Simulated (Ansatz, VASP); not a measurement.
## Two plane-wave programs on SrO

```xyz
2
Lattice="0.0000 2.6231 2.6231 2.6231 0.0000 2.6231 2.6231 2.6231 0.0000" Properties=species:S:1:pos:R:3 pbc="T T T"
Sr    2.6231    2.6231    2.6231
O     0.0000    0.0000    0.0000
```

Alike in both runs: task single point; functional PBE; k mesh 8 × 8 × 8; no spin polarisation.

|  | VASP | Ansatz |
| --- | --- | --- |
| version | VASP 6.6.1 | Ansatz 0.2.0 |
| potentials or method | VASP PAW PBE potentials, release 64 (Sr_sv, O) | plane waves, PAW |
| plane-wave cutoff (eV) | 520 | 420 |
| occupations | gaussian, width 0.01 eV | fixed |
| valence electrons in the cell | 16 | 16 |

Ansatz gave:

| Item | Value |
| --- | --- |
| gap on the k mesh at the Fermi level (eV) | 3.33 |
| pressure (GPa) | -2.3 |

**Question.** Which values does VASP return?

**Answer.** gap on the k mesh at the Fermi level (eV): 3.29; pressure (GPa): -1.9.
